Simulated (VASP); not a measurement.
Ru, 2 atoms in the cell. It takes space group P6_3/mmc (No. 194, hexagonal). Conventional cell: a = 2.702 Å, b = 2.702 Å, c = 4.276 Å, α = 90.00°, β = 90.00°, γ = 120.00°. Within 3.5 Å of Ru (site symmetry -6m2) lie 12 Ru at 2.65 to 2.70 Å. 

| Property | Result |
| --- | --- |
| Program | VASP 6.6.1 |
| Task | single point |
| Functional | PBE |
| Dispersion | D4 |
| Potentials or basis | VASP PAW PBE potentials, release 64 (Ru_pv) |
| Cutoff | 520 eV |
| k mesh | 11 × 11 × 6 |
| Occupations | fermi-dirac, width 0.05 eV |
| Spin | no spin polarisation |
| Dipole correction | no |
| Further INCAR settings | ALGO = Normal; EDIFF = 1e-07; NBANDS = 21 |

Potentials or basis: VASP PAW PBE potentials, release 64 (Ru_pv).

Run with:

```sh
$ cat potpaw_PBE.64/Ru_pv/POTCAR > POTCAR
$ mpirun -np 1 vasp_std > vasp.out
```

Hardware: 1 thread of Intel Xeon 8259CL, on a shared host.

Problem. How long does it take, and how much memory?

Solution. Run time: 42 s on 1 thread of Intel Xeon 8259CL (shared host), peak memory 0.16 GiB. Counts: scf iterations 13, k points 64.
